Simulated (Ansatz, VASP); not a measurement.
NaH in VASP and in Ansatz

```
Na H
1.0
     0.00000    2.31240    2.26661
     2.31240    0.00000    2.26661
     2.31240    2.31240    0.00000
Na H
1 1
Direct
  0.00000 0.00000 0.00000
  0.50000 0.50000 0.50000
```

Alike in both runs: task single point; functional r2SCAN; k mesh 10 × 10 × 10; occupations fermi-dirac, width 0.2 eV; no spin polarisation.

|  | VASP | Ansatz |
| --- | --- | --- |
| version | VASP 6.6.1 | Ansatz 0.2.0 |
| potentials or method | VASP PAW PBE potentials, release 64 (Na_pv, H), cutoff 520 eV | scalar-relativistic, plane waves, PAW |
| valence electrons in the cell | 8 | 10 |

VASP gave:

```
gap on the k mesh at the Fermi level (eV)                     : 4.65
least direct gap on the mesh (eV)                             : 5.55
pressure (GPa)                                                : 3.6
traceless stress, the component that is largest in VASP (GPa) : 0.94
```

Which values does Ansatz return?

gap on the k mesh at the Fermi level (eV): 4.64; least direct gap on the mesh (eV): 5.56; pressure (GPa): 4.0; traceless stress, the component that is largest in VASP (GPa): 0.84.

VASP's potentials were made for PBE, not for r2SCAN. The functional is the same, so the differences come from potentials, cutoffs and numerics. VASP's potentials hold 8 valence electrons a cell and Ansatz's 10, so a difference there can come from the potentials and not from the codes.
